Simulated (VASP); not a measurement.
# Mg3Cd5O8 (P1) in VASP: single point with PBEsol

Aim: the single point of Mg3Cd5O8 with PBEsol.

All numbers are computed with VASP 6.6.1; they aren't measurements. Logs are shortened: lines on timing, memory, paths and dates and some standing lists are left out, and cuts for length are marked.

## (1) The cell of the first run

The typed cell holds 64 atoms: a = 9.076 Å, b = 9.076 Å, c = 9.076 Å, α = 90.00°, β = 90.00°, γ = 90.00°.

## (2) Single point, PBEsol

The input, INCAR:

```
PREC = Accurate ; ENCUT = 520
EDIFF = 1E-6 ; ISMEAR = -1
SIGMA = 0.05 ; LREAL = Auto
LASPH = T ; NELM = 60
ALGO = Normal ; ISIF = 2
LWAVE = F ; LCHARG = F
GGA = PS ; NBANDS = 266
```

The input, KPOINTS:

```
Automatic mesh
0
Gamma
  1 1 1
  0.5 0.5 0.5
```

The input, POSCAR:

```
Mg3Cd5O8
1.0
    9.0761153194      0.0000000000      0.0000000000
    0.0000000000      9.0761153194      0.0000000000
    0.0000000000      0.0000000000      9.0761153194
O Cd Mg
32 20 12
Direct
    0.2663030000      0.9872690000      0.9999640000
    0.2630220000      0.0117480000      0.4984080000
    0.2663410000      0.5128640000      0.9983810000
    0.2408450000      0.4890220000      0.5001480000
    0.7330420000      0.9989650000      0.0120170000
    0.7335460000      0.0007520000      0.4873830000
    0.7363950000      0.5016680000      0.9875800000
    0.7591340000      0.5001900000      0.5120520000
    0.0050520000      0.2513180000      0.0147390000
    0.0144690000      0.2600680000      0.4901040000
    0.0152550000      0.7482190000      0.9876410000
    0.0037540000      0.7361960000      0.5117100000
    0.4967830000      0.2483740000      0.0002160000
    0.4876260000      0.2409960000      0.4965640000
    0.4873530000      0.7519590000      0.9978760000
    0.4954640000      0.7656600000      0.5002560000
    0.9831600000      0.0153870000      0.2514600000
    0.9948890000      0.9884540000      0.7484960000
    0.9954840000      0.4862730000      0.2631760000
    0.9866340000      0.5064280000      0.7398360000
    0.5107110000      0.0160460000      0.2474870000
    0.5033320000      0.0160640000      0.7522500000
    0.5036920000      0.4826240000      0.2368040000
    0.5132980000      0.4866900000      0.7593930000
    0.2508910000      0.2494230000      0.2615770000
    0.2615760000      0.2507120000      0.7365000000
    0.2467500000      0.7508920000      0.2354560000
    0.2367220000      0.7489490000      0.7608260000
    0.7489760000      0.2397780000      0.2509030000
    0.7402720000      0.2620970000      0.7491500000
    0.7515500000      0.7651340000      0.2491170000
    0.7628760000      0.7368190000      0.7505740000
    0.9997530000      0.9976800000      0.0021590000
    0.9995810000      0.0012700000      0.4981950000
    0.0001900000      0.5011960000      0.9987500000
    0.5000890000      0.4952960000      0.5007900000
    0.2532310000      0.2500620000      0.0005570000
    0.2486880000      0.7503840000      0.5008500000
    0.7476470000      0.2500660000      0.0009060000
    0.7489300000      0.2501060000      0.4990280000
    0.7483730000      0.7505770000      0.9982110000
    0.7509780000      0.7509660000      0.5011630000
    0.2516420000      0.0026500000      0.2488130000
    0.2526000000      0.9995400000      0.7494150000
    0.2500070000      0.4980170000      0.2487320000
    0.2508060000      0.4998190000      0.7497320000
    0.7466640000      0.9997000000      0.7496530000
    0.7492580000      0.4979150000      0.2495990000
    0.0007270000      0.2521980000      0.7464670000
    0.9992140000      0.7496100000      0.2502900000
    0.4996470000      0.7542450000      0.2463480000
    0.5004080000      0.7498040000      0.7516270000
    0.0000560000      0.4967740000      0.5024790000
    0.4997200000      0.0048490000      0.0022030000
    0.4991410000      0.0087390000      0.4952100000
    0.5005960000      0.4954840000      0.9968850000
    0.2526690000      0.2502020000      0.4972240000
    0.2532400000      0.7500000000      0.9962530000
    0.7442180000      0.0061550000      0.2496150000
    0.7494800000      0.4993710000      0.7498670000
    0.9999320000      0.2503530000      0.2558520000
    0.9999300000      0.7433830000      0.7497590000
    0.4995470000      0.2469520000      0.2498480000
    0.5002330000      0.2503150000      0.7495780000
```

Potentials or basis: VASP PAW PBE potentials, release 64 (O, Cd, Mg).

The run is started by

```bash
$ cat potpaw_PBE.64/O/POTCAR potpaw_PBE.64/Cd/POTCAR potpaw_PBE.64/Mg/POTCAR > POTCAR
$ mpirun -np 1 vasp_std > vasp.out
```

OUTCAR:

```text
PREC = Accurate
   ENCUT = 520
   EDIFF = 1E-6
   ISMEAR = -1
   LREAL = Auto
   LASPH = T
   NELM = 60
   ISIF = 2
   GGA = PS

 ion  position               nearest neighbor table
   1  0.266  0.987  1.000-  54 2.12  58 2.16  43 2.27  44 2.28  37 2.39  33 2.42
   2  0.263  0.012  0.498-  55 2.14  57 2.17  43 2.27  44 2.28  38 2.38  34 2.39
   3  0.266  0.513  0.998-  56 2.13  58 2.16  46 2.26  45 2.28  37 2.39  35 2.42
   4  0.241  0.489  0.500-  57 2.17  53 2.19  46 2.27  45 2.28  36 2.35  38 2.37
   5  0.733  0.999  0.012-  54 2.12  59 2.16  41 2.26  39 2.29  47 2.38  33 2.42
   6  0.734  0.001  0.487-  55 2.13  59 2.16  40 2.27  42 2.28  47 2.38  34 2.42
[... 76 lines left out ...]
  58  0.253  0.750  0.996-  15 2.12  28 2.14   3 2.16   1 2.16  11 2.16  27 2.17  52 3.16  44 3.19
                            51 3.19  46 3.19  62 3.21  33 3.22  54 3.22  35 3.22  56 3.22  45 3.24
  59  0.744  0.006  0.250-  29 2.12  21 2.12   5 2.16   6 2.16  17 2.17  31 2.19  63 3.12  55 3.15
                            54 3.16  39 3.16  40 3.17  51 3.19  61 3.21  33 3.23  34 3.23  42 3.25
  60  0.749  0.499  0.750-  24 2.15  30 2.16  20 2.16  32 2.16   8 2.16   7 2.16  62 3.17  56 3.18
                            53 3.20  64 3.20  49 3.20  36 3.20  52 3.21  41 3.21  35 3.21  40 3.21
  61  1.000  0.250  0.256-  10 2.13  17 2.14  19 2.14   9 2.19  25 2.28  29 2.28  34 3.15  53 3.16
                            57 3.17  40 3.17  45 3.20  48 3.20  43 3.21  59 3.21  33 3.25  39 3.26
  62  1.000  0.743  0.750-  28 2.15  32 2.15  20 2.16  12 2.16  11 2.16  18 2.22  35 3.15  53 3.17
                            46 3.17  60 3.17  42 3.19  38 3.19  58 3.21  41 3.21  33 3.25  44 3.27
  63  0.500  0.247  0.250-  21 2.10  23 2.14  14 2.24  25 2.26  29 2.26  13 2.27  55 3.10  59 3.12
                            54 3.14  43 3.16  57 3.17  37 3.18  39 3.19  40 3.20  36 3.20  45 3.21
  64  0.500  0.250  0.750-  22 2.13  24 2.15  26 2.17  30 2.18  13 2.28  14 2.30  56 3.16  36 3.17
                            55 3.18  47 3.19  37 3.20  54 3.20  60 3.20  44 3.20  39 3.20  46 3.20

  LATTYP: Found a simple cubic cell.
 ALAT       =     9.0761153194

  Lattice vectors:

 A1 = (   9.0761153194,   0.0000000000,   0.0000000000)
 A2 = (   0.0000000000,   9.0761153194,   0.0000000000)
 A3 = (   0.0000000000,   0.0000000000,   9.0761153194)

Analysis of symmetry for initial positions (statically):
=====================================================================
 Subroutine PRICEL returns:
 Original cell was already a primitive cell.

 Routine SETGRP: Setting up the symmetry group for a
 simple cubic supercell.

 Subroutine GETGRP returns: Found  1 space group operations
 (whereof  1 operations were pure point group operations)
 out of a pool of 48 trial point group operations.

The static configuration has the point symmetry C_1 .

Analysis of symmetry for dynamics (positions and initial velocities):
[... 225 lines left out ...]
   EFERMI =   0.00;   METHOD = LEGACY
   ISMEAR =    -1;   SIGMA  =   0.05  broadening in eV -4-tet -1-fermi 0-gaus
   EFERMI_NEDOS =   21; number of points for ismear=-14 and -15
   IALGO  =     38    algorithm
   IMIX   =      4    mixing-type and parameters
     AMIX     =   0.40;   BMIX     =  1.00
     AMIX_MAG =   1.60;   BMIX_MAG =  1.00
  volume/ion in A,a.u.               =      11.68        78.83
  Fermi-wavevector in a.u.,A,eV,Ry     =   1.388342  2.623586 26.225139  1.927493
  Thomas-Fermi vector in A             =   2.512477
   LORBIT       =      0    0 simple, 1 ext, 2 COOP (PROOUT), +10 PAW based schemes
   GGA     = PS    functional components
   LHFCALC =     F    Hartree Fock is set to
   AEXX    =    0.0000 exact exchange contribution
   IVDW    =     0    specifies the selected vdW correction
   LEPSILON=     F    determine dielectric tensor
   LRPA    =     F    only Hartree local field effects (RPA)
 non-spin polarized calculation
  energy-cutoff  :      520.00
  volume of cell :      747.65
 maximum number of plane-waves:     20336
 NGX is ok and might be reduce to    70
   NGX = 33   NGY = 33   NGZ = 33

 number of electron     456.0000033 magnetization

 Free energy of the ion-electron system (eV)
  ---------------------------------------------------
  ext. energy  EPLUGINS =         0.00000000
  ---------------------------------------------------
  free energy    TOTEN  =      -315.43263477 eV

  energy without entropy =     -315.43263477  energy(sigma->0) =     -315.43263477

 E-fermi :   3.3062     XC(G=0): -11.7259

 val. band max:        2.0375164806   @ k =   0.5000   0.5000   0.5000
 cond. band min:       5.2965510325   @ k =   0.5000   0.5000   0.5000
 fundamental gap:      3.2590345518
 Fermi energy:         3.3061823835

 k-point     1 :       0.5000    0.5000    0.5000
  band No.  band energies     occupation
      1     -14.6592      2.00000
      2     -14.6405      2.00000
      3     -14.6180      2.00000
      4     -14.6050      2.00000
      5     -14.5543      2.00000
      6     -14.5331      2.00000
[... 232 lines left out ...]
    239       7.7787      0.00000
    240       7.8042      0.00000
 [bands above 240 left out]

------------------------ aborting loop because EDIFF is reached ----------------------------------------

  FORCE on cell =-STRESS in cart. coord.  units (eV):
  Direction    XX          YY          ZZ          XY          YZ          ZX
  --------------------------------------------------------------------------------------
  -------------------------------------------------------------------------------------
  Total        4.7453014      4.8020498      5.4554760     -0.2076829     -0.7955689     -0.0850473
  in kB       10.1689091     10.2905177     11.6907727     -0.4450525     -1.7048586     -0.1822515
  external PRESSURE =      10.7167332 kB  Pullay stress =       0.0000000 kB

 VOLUME and BASIS-vectors are now :
 -----------------------------------------------------------------------------
  energy-cutoff  :      520.00
  volume of cell :      747.65
      direct lattice vectors                 reciprocal lattice vectors
     9.076115319  0.000000000  0.000000000     0.110179296  0.000000000  0.000000000
     0.000000000  9.076115319  0.000000000     0.000000000  0.110179296  0.000000000
     0.000000000  0.000000000  9.076115319     0.000000000  0.000000000  0.110179296

 POSITION                                       TOTAL-FORCE (eV/Angst)
 -----------------------------------------------------------------------------------
      2.41700      8.96057      9.07579         0.056074     -0.067017     -0.005190
      2.38722      0.10663      4.52361         0.059439      0.062783      0.007693
      2.41734      4.65481      9.06142         0.061190      0.067350      0.009138
      2.18594      4.43842      4.53940        -0.065747     -0.058761     -0.006020
      6.65317      9.06672      0.10907        -0.055685      0.005928      0.065096
      6.65775      0.00683      4.42354        -0.060805     -0.006219     -0.063818
[... 56 lines left out ...]
      4.53395      2.24136      2.26765         0.000706     -0.008679      0.000684
      4.54017      2.27189      6.80326        -0.000270     -0.001053     -0.000013
 -----------------------------------------------------------------------------------
    total drift:                               -0.001931     -0.000300      0.001790

  FREE ENERGIE OF THE ION-ELECTRON SYSTEM (eV)
  ---------------------------------------------------
  free  energy   TOTEN  =      -315.4326347712 eV

  energy  without entropy=     -315.4326347712  energy(sigma->0) =     -315.43263477
```

Run time: 14 min. Hardware: 1 thread of Oxide Virtual Turin-like, shared host; peak memory 0.74 GiB.

Results:

| Item | Value |
| --- | --- |
| Free energy | -315.4326 eV |
| Pressure | 1.1 GPa |
| Largest force | 0.110 eV/Å |
| Band gap on the k mesh | 3.26 eV |

Forces on the atoms (eV/Å):
```
O    0.056 -0.067 -0.005
O    0.059  0.063  0.008
O    0.061  0.067  0.009
O   -0.066 -0.059 -0.006
O   -0.056  0.006  0.065
O   -0.061 -0.006 -0.064
O   -0.061 -0.007 -0.064
O    0.069  0.005  0.061
O   -0.021 -0.010  0.058
O    0.053  0.061 -0.068
O    0.058  0.006 -0.065
O   -0.026 -0.060  0.065
O    0.028 -0.001 -0.001
O   -0.060 -0.070 -0.003
O   -0.068  0.003  0.009
O    0.023  0.054 -0.007
O   -0.053  0.058 -0.010
O    0.023 -0.066  0.008
O    0.025 -0.062  0.060
O   -0.058  0.074 -0.058
O    0.065  0.054 -0.001
O   -0.026  0.056  0.005
O   -0.027 -0.044 -0.057
O    0.058 -0.054  0.068
O   -0.003  0.005  0.058
O    0.055 -0.006 -0.058
O    0.004 -0.001 -0.063
O   -0.065  0.003  0.061
O    0.003 -0.065 -0.004
O   -0.057  0.062  0.003
O   -0.005  0.061  0.003
O    0.064 -0.060 -0.005
Cd   0.000  0.003 -0.004
Cd  -0.001 -0.009  0.005
Cd   0.001 -0.003  0.006
Cd   0.000  0.019 -0.007
Cd  -0.010  0.000 -0.005
Cd   0.005  0.000 -0.009
Cd   0.012  0.000 -0.003
Cd   0.009  0.001  0.004
Cd   0.010 -0.001  0.004
Cd  -0.003 -0.002 -0.004
Cd  -0.013 -0.008  0.001
Cd  -0.012 -0.002  0.000
Cd  -0.004  0.008  0.000
Cd  -0.005  0.002  0.000
Cd   0.011 -0.004 -0.001
Cd   0.003  0.018  0.000
Cd   0.001 -0.014  0.015
Cd  -0.001  0.002  0.000
Cd   0.000 -0.010  0.010
Cd   0.001  0.001 -0.012
Mg   0.001 -0.001  0.002
Mg   0.000  0.004  0.002
Mg  -0.001  0.012 -0.005
Mg   0.000 -0.003 -0.002
Mg   0.003  0.000 -0.004
Mg   0.005  0.000 -0.003
Mg  -0.008  0.008  0.000
Mg   0.001  0.001  0.000
Mg   0.000  0.000  0.008
Mg   0.000 -0.009  0.000
Mg   0.001 -0.009  0.001
Mg   0.000 -0.001  0.000
```

Caveat: the k points lie up to 0.69 Å⁻¹ apart; the PAW data sets were made with another functional, which shifts forces and pressure a little; a shifted mesh leaves out Γ, where band edges can lie. A k mesh can miss the band edges.
